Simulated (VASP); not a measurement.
A run of VASP 6.6.1 is set up as follows.

File INCAR:

```
SYSTEM = Bi2Te3
PREC     = Accurate       ! precision mode
ENCUT    = 520            ! plane-wave cutoff, eV
EDIFF    = 1E-6           ! SCF threshold, eV
ISMEAR   = 0              ! smearing method
SIGMA    = 0.01           ! smearing width, eV
LREAL    = .FALSE.        ! projectors in reciprocal space
LASPH    = .TRUE.         ! aspherical terms in the spheres
NELM     = 100            ! most SCF steps
ALGO     = Normal         ! electronic algorithm
ISIF     = 2              ! what is computed and relaxed
LWAVE    = .FALSE.        ! write WAVECAR
LCHARG   = .FALSE.        ! write CHGCAR
GGA      = PE             ! functional
NBANDS   = 32             ! bands
```

Contents of KPOINTS:

```
Automatic mesh
0
G
  6 6 6
  0 0 0
```

POSCAR

```
Bi2Te3
1.0
    2.2218585726      1.2827906446     10.2994407828
   -2.2218585726      1.2827906446     10.2994407828
    0.0000000000     -2.5655812893     10.2994407828
Bi Te
2 3
Direct
    0.4000000000      0.4000000000      0.4000000000
    0.6000000000      0.6000000000      0.6000000000
    0.0000000000      0.0000000000      0.0000000000
    0.2095000000      0.2095000000      0.2095000000
    0.7905000000      0.7905000000      0.7905000000
```

Potentials or basis: VASP PAW PBE potentials, release 64 (Bi_d, Te).

Launch:

```console
$ cat potpaw_PBE.64/Bi_d/POTCAR potpaw_PBE.64/Te/POTCAR > POTCAR
$ mpirun -np 1 vasp_std > vasp.out
```

(1) What does it give for the largest force?

(2) What does it give for the band gap on the k mesh?

(3) Estimate the pressure.

Results:

(1) 0.258 eV/Å.

(2) 0.30 eV.

(3) -0.1 GPa.

Caveat: spin-orbit coupling is left out, which moves the levels of the heavy elements.

**The experiment to reproduce.**

“Vacancy and Antisite-Induced Ferromagnetism in Liquid-Phase Exfoliated Bi2Te3”, 2024, arxiv:2412.10539 quotes, for a bulk crystal of Bi2Te3: band gap 0.17 eV.

Against the measured gap of Bi2Te3, 0.17 eV (quoted in “Vacancy and Antisite-Induced Ferromagnetism in Liquid-Phase Exfoliated Bi2Te3”, 2024, arxiv:2412.10539), the calculated 0.30 eV is off by +0.13 eV. Spin-orbit coupling on Bi, Te is left out. The value is that of PBE on a finite k mesh, which can miss the band edges, without temperature or zero-point motion.
